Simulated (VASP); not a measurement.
# Ni3Ge (P4/mmm) in VASP: single point with PBEsol

Aim: the single point of Ni3Ge with PBEsol.

Program: VASP 6.6.1. These are calculated values, not measurements. Logs are shortened: lines on timing, memory, paths and dates and some standing lists are left out, and cuts for length are marked.

### 1 The cell of the first run

Symmetry: P4/mmm, No. 123, tetragonal system. Conventional cell: a = 3.631 Å, b = 3.631 Å, c = 3.461 Å, α = 90.00°, β = 90.00°, γ = 90.00°. Ni (site symmetry mmm) has 8 Ni at 2.51 to 2.57 Å and 4 Ge at 2.51 Å within 3.3 Å. Within 3.3 Å of Ni (site symmetry 4/mmm) lie 8 Ni at 2.51 Å and 4 Ge at 2.57 Å. Ge (site symmetry 4/mmm) has 12 Ni at 2.51 to 2.57 Å within 3.3 Å.

### 2 Single point, PBEsol (biaxial strain in the a-b plane: +3.0 %)

Input file INCAR:

```
PREC = Accurate
ENCUT = 520
EDIFF = 1E-7
ISMEAR = 0
SIGMA = 0.1
LREAL = F
LASPH = T
NELM = 100
ALGO = Fast
ISIF = 2
LWAVE = F
LCHARG = F
GGA = PS
NBANDS = 30
```

Input file KPOINTS:

```
Automatic mesh
0
Gamma
  14 14 14
```

Input file POSCAR:

```
Ni3Ge
1.0
    3.6306617253      0.0000000000      0.0000000000
    0.0000000000      3.6306617253      0.0000000000
    0.0000000000      0.0000000000      3.4614658391
Ni Ge
3 1
Direct
    0.5000000000      0.0000000000      0.5000000000
    0.0000000000      0.5000000000      0.5000000000
    0.5000000000      0.5000000000      0.0000000000
    0.0000000000      0.0000000000      0.0000000000
```

Potentials or basis: VASP PAW PBE potentials, release 64 (Ni, Ge_d).

The run is started by

```bash
$ cat potpaw_PBE.64/Ni/POTCAR potpaw_PBE.64/Ge_d/POTCAR > POTCAR
$ mpirun -np 1 vasp_std > vasp.out
```

OUTCAR:

```text
PREC = Accurate
   ENCUT = 520
   EDIFF = 1E-7
   ISMEAR = 0
   LREAL = F
   LASPH = T
   NELM = 100
   ISIF = 2
   GGA = PS

 ion  position               nearest neighbor table
   1  0.500  0.000  0.500-   3 2.51   4 2.51   3 2.51   4 2.51   3 2.51   3 2.51   4 2.51   4 2.51
                             2 2.57   2 2.57   2 2.57   2 2.57
   2  0.000  0.500  0.500-   3 2.51   4 2.51   3 2.51   4 2.51   4 2.51   4 2.51   3 2.51   3 2.51
                             1 2.57   1 2.57   1 2.57   1 2.57
   3  0.500  0.500  0.000-   1 2.51   2 2.51   1 2.51   2 2.51   1 2.51   1 2.51   2 2.51   2 2.51
                             4 2.57   4 2.57   4 2.57   4 2.57
   4  0.000  0.000  0.000-   1 2.51   2 2.51   1 2.51   2 2.51   2 2.51   2 2.51   1 2.51   1 2.51
                             3 2.57   3 2.57   3 2.57   3 2.57

  LATTYP: Found a simple tetragonal cell.
 ALAT       =     3.6306617253
 C/A-ratio  =     0.9533980583

  Lattice vectors:

 A1 = (   3.6306617253,   0.0000000000,   0.0000000000)
 A2 = (   0.0000000000,   3.6306617253,   0.0000000000)
 A3 = (   0.0000000000,   0.0000000000,   3.4614658391)

Analysis of symmetry for initial positions (statically):
=====================================================================
 Subroutine PRICEL returns:
 Original cell was already a primitive cell.

 Routine SETGRP: Setting up the symmetry group for a
 simple tetragonal supercell.

 Subroutine GETGRP returns: Found 16 space group operations
 (whereof 16 operations were pure point group operations)
 out of a pool of 16 trial point group operations.

The static configuration has the point symmetry D_4h.

Analysis of symmetry for dynamics (positions and initial velocities):
=====================================================================
 Subroutine PRICEL returns:
 Original cell was already a primitive cell.

 Routine SETGRP: Setting up the symmetry group for a
 simple tetragonal supercell.

 Subroutine GETGRP returns: Found 16 space group operations
 (whereof 16 operations were pure point group operations)
 out of a pool of 16 trial point group operations.

The dynamic configuration has the point symmetry D_4h.

 Subroutine INISYM returns: Found 16 space group operations
 (whereof 16 operations are pure point group operations),
 and found     1 'primitive' translations

----------------------------------------------------------------------------------------

                                     Primitive cell

  volume of cell :      45.6280

  direct lattice vectors                    reciprocal lattice vectors
     3.630661725  0.000000000  0.000000000     0.275431884  0.000000000  0.000000000
     0.000000000  3.630661725  0.000000000     0.000000000  0.275431884  0.000000000
     0.000000000  0.000000000  3.461465839     0.000000000  0.000000000  0.288894950

  length of vectors
     3.630661725  3.630661725  3.461465839     0.275431884  0.275431884  0.288894950

  position of ions in fractional coordinates (direct lattice)
     0.500000000  0.000000000  0.500000000
     0.000000000  0.500000000  0.500000000
     0.500000000  0.500000000  0.000000000
     0.000000000  0.000000000  0.000000000

  ion indices of the primitive-cell ions
   primitive index   ion index
                 1           1
                 2           2
                 3           3
                 4           4

----------------------------------------------------------------------------------------

 KPOINTS: Automatic mesh

Automatic generation of k-mesh.
 Grid dimensions read from file:
 generate k-points for:   14   14   14

 Generating k-lattice:

  Cartesian coordinates                     Fractional coordinates (reciprocal lattice)
     0.019673706  0.000000000  0.000000000     0.071428571  0.000000000  0.000000000
     0.000000000  0.019673706  0.000000000     0.000000000  0.071428571  0.000000000
     0.000000000  0.000000000  0.020635354     0.000000000  0.000000000  0.071428571

  Length of vectors
     0.019673706  0.019673706  0.020635354

  Shift w.r.t. Gamma in fractional coordinates (k-lattice)
     0.000000000  0.000000000  0.000000000

 Subroutine IBZKPT returns following result:
 ===========================================

 Found    288 irreducible k-points:

 Following reciprocal coordinates:
            Coordinates               Weight
  0.000000  0.000000  0.000000      1.000000
  0.071429  0.000000  0.000000      4.000000
  0.142857  0.000000  0.000000      4.000000
  0.214286  0.000000  0.000000      4.000000
  0.285714  0.000000  0.000000      4.000000
  0.357143  0.000000  0.000000      4.000000
[... 16 lines left out ...]
  0.285714  0.214286  0.000000      8.000000
  0.357143  0.214286  0.000000      8.000000
 [... further k-points ...]
   k-points           NKPTS =    288   k-points in BZ     NKDIM =    288   number of bands    NBANDS=     30
   number of dos      NEDOS =    301   number of ions     NIONS =      4
   total plane-waves  NPLWV =  21952
   dimension x,y,z NGX =    28 NGY =   28 NGZ =   28
   dimension x,y,z NGXF=    56 NGYF=   56 NGZF=   56
   ions per type =               3   1
   NGX,Y,Z   is equivalent  to a cutoff of  12.82, 12.82, 13.45 a.u.
   NGXF,Y,Z  is equivalent  to a cutoff of  25.64, 25.64, 26.90 a.u.
 SYSTEM =  unknown system
   PREC   = accura    normal or accurate (medium, high low for compatibility)
   ISTART =      0    job   : 0-new  1-cont  2-samecut
   ICHARG =      2    charge: 1-file 2-atom 10-const
   ISPIN  =      1    spin polarized calculation?
   LNONCOLLINEAR =      F non collinear calculations
   LSORBIT =      F    spin-orbit coupling
   LASPH  =      T    aspherical Exc in radial PAW
   ENCUT  =  520.0 eV  38.22 Ry    6.18 a.u.   6.75  6.75  6.44*2*pi/ulx,y,z
   NELM   =    100;   NELMIN=  2; NELMDL= -5     # of ELM steps
   EDIFF  = 0.1E-06   stopping-criterion for ELM
   LREAL  =      F    real-space projection
   EDIFFG = 0.1E-05   stopping-criterion for IOM
   NSW    =      0    number of steps for IOM
   IBRION =     -1    ionic relax: 0-MD 1-quasi-New 2-CG
   NFREE  =      0    steps in history (QN), initial steepest desc. (CG)
   ISIF   =      2    stress and relaxation
   ISYM   =      2    0-nonsym 1-usesym 2-fastsym
   POTIM  = 0.5000    time-step for ionic-motion
   TEBEG  =    0.0;   TEEND  =   0.0 temperature during run
   PSTRESS=    0.0 pullay stress
   NELECT =      44.0000    total number of electrons
   NUPDOWN=      -1.0000    fix difference up-down
   EMIN   =  10.00;   EMAX   =-10.00  energy-range for DOS
   EFERMI =   0.00;   METHOD = LEGACY
   ISMEAR =     0;   SIGMA  =   0.10  broadening in eV -4-tet -1-fermi 0-gaus
   EFERMI_NEDOS =   21; number of points for ismear=-14 and -15
   IALGO  =     68    algorithm
   IMIX   =      4    mixing-type and parameters
     AMIX     =   0.40;   BMIX     =  1.00
     AMIX_MAG =   1.60;   BMIX_MAG =  1.00
  volume/ion in A,a.u.               =      11.41        76.98
  Fermi-wavevector in a.u.,A,eV,Ry     =   1.617392  3.056427 35.592236  2.615956
  Thomas-Fermi vector in A             =   2.711824
   LORBIT       =      0    0 simple, 1 ext, 2 COOP (PROOUT), +10 PAW based schemes
   GGA     = PS    functional components
   LHFCALC =     F    Hartree Fock is set to
   AEXX    =    0.0000 exact exchange contribution
   IVDW    =     0    specifies the selected vdW correction
   LEPSILON=     F    determine dielectric tensor
   LRPA    =     F    only Hartree local field effects (RPA)
 non-spin polarized calculation
 RMM-DIIS sequential band-by-band and
 Gauss-broadening in eV      SIGMA  =   0.10
  energy-cutoff  :      520.00
  volume of cell :       45.63
 maximum number of plane-waves:      1253
 NGX is ok and might be reduce to    28
   NGX = 13   NGY = 13   NGZ = 13

 number of electron      44.0000029 magnetization

 Free energy of the ion-electron system (eV)
  ---------------------------------------------------
  ext. energy  EPLUGINS =         0.00000000
  ---------------------------------------------------
  free energy    TOTEN  =       -24.67353026 eV

  energy without entropy =      -24.66430753  energy(sigma->0) =      -24.66891889

 E-fermi :   9.6720     XC(G=0): -13.4338

 val. band max:        9.6687735922   @ k =   0.4286   0.4286   0.3571
 cond. band min:       9.6809656348   @ k =   0.2143   0.0000   0.0714
 fundamental gap:      0.0121920427
 Fermi energy:         9.6720105577

 k-point     1 :       0.0000    0.0000    0.0000
  band No.  band energies     occupation
      1     -14.8967      2.00000
      2     -14.8898      2.00000
      3     -14.8831      2.00000
      4     -14.8831      2.00000
      5     -14.8739      2.00000
      6      -2.5949      2.00000
[... 22 lines left out ...]
     29      19.7040      0.00000
     30      20.2660      0.00000

 k-point     2 :       0.0714    0.0000    0.0000
  band No.  band energies     occupation
      1     -14.8963      2.00000
      2     -14.8890      2.00000
      3     -14.8830      2.00000
      4     -14.8830      2.00000
      5     -14.8739      2.00000
      6      -2.5413      2.00000
[... 22 lines left out ...]
     29      19.5388      0.00000
     30      20.1519      0.00000

 k-point     3 :       0.1429    0.0000    0.0000
  band No.  band energies     occupation
      1     -14.8955      2.00000
      2     -14.8866      2.00000
      3     -14.8829      2.00000
      4     -14.8829      2.00000
      5     -14.8741      2.00000
      6      -2.3825      2.00000
[... 22 lines left out ...]
     29      19.1745      0.00000
     30      19.7143      0.00000

 k-point     4 :       0.2143    0.0000    0.0000
  band No.  band energies     occupation
      1     -14.8945      2.00000
      2     -14.8828      2.00000
      3     -14.8828      2.00000
      4     -14.8827      2.00000
      5     -14.8743      2.00000
      6      -2.1256      2.00000
[... 616 lines left out ...]
     29      19.1511      0.00000
     30      20.6305      0.00000

 k-point    23 :       0.2857    0.2143    0.0000
  band No.  band energies     occupation
      1     -14.8900      2.00000
      2     -14.8824      2.00000
      3     -14.8822      2.00000
      4     -14.8767      2.00000
      5     -14.8736      2.00000
      6      -1.3526      2.00000
[... 22 lines left out ...]
     29      19.1609      0.00000
     30      20.5690      0.00000

 k-point    24 :       0.3571    0.2143    0.0000
  band No.  band energies     occupation
      1     -14.8890      2.00000
      2     -14.8823      2.00000
      3     -14.8821      2.00000
      4     -14.8775      2.00000
      5     -14.8700      2.00000
      6      -0.9902      2.00000
[... 22 lines left out ...]
     29      19.3110      0.00000
     30      20.9461      0.00000

 [... further k-points ...]

------------------------ aborting loop because EDIFF is reached ----------------------------------------

  FORCE on cell =-STRESS in cart. coord.  units (eV):
  Direction    XX          YY          ZZ          XY          YZ          ZX
  --------------------------------------------------------------------------------------
  -------------------------------------------------------------------------------------
  Total       -2.7272603     -2.7272603     -1.1446288      0.0000000     -0.0000000      0.0000000
  in kB      -95.7647212    -95.7647212    -40.1923722      0.0000000     -0.0000000      0.0000000
  external PRESSURE =     -77.2406049 kB  Pullay stress =       0.0000000 kB

 VOLUME and BASIS-vectors are now :
 -----------------------------------------------------------------------------
  energy-cutoff  :      520.00
  volume of cell :       45.63
      direct lattice vectors                 reciprocal lattice vectors
     3.630661725  0.000000000  0.000000000     0.275431884  0.000000000  0.000000000
     0.000000000  3.630661725  0.000000000     0.000000000  0.275431884  0.000000000
     0.000000000  0.000000000  3.461465839     0.000000000  0.000000000  0.288894950

 POSITION                                       TOTAL-FORCE (eV/Angst)
 -----------------------------------------------------------------------------------
      1.81533      0.00000      1.73073         0.000000      0.000000      0.000000
      0.00000      1.81533      1.73073         0.000000      0.000000      0.000000
      1.81533      1.81533      0.00000         0.000000      0.000000      0.000000
      0.00000      0.00000      0.00000         0.000000      0.000000      0.000000
 -----------------------------------------------------------------------------------
    total drift:                                0.000000      0.000000      0.000000

  FREE ENERGIE OF THE ION-ELECTRON SYSTEM (eV)
  ---------------------------------------------------
  free  energy   TOTEN  =       -24.6735302587 eV

  energy  without entropy=      -24.6643075270  energy(sigma->0) =      -24.66891889
```

Wall time 4.7 min (1 thread of AMD EPYC 9R45 (Zen 5), shared host); peak memory 0.39 GiB.

Results:

| Property | Result |
| --- | --- |
| Free energy | -24.6735 eV |
| Pressure | -7.7 GPa |
| Band gap on the k mesh | zero (bands 22 and 23 overlap by 0.31 eV) |

Stress tensor (GPa, compression positive):
```
-9.58  0.00  0.00
 0.00 -9.58  0.00
 0.00  0.00 -4.02
```

Caveat: the cell differs from its parent crystal (biaxial strain in the a-b plane: +3.0 %); the stress differs along the axes, from -10 to -4 GPa; the PAW data sets were made with another functional, which shifts forces and pressure a little. Spin polarisation is off, so any magnetic state and its effect on volume and gap are missing.
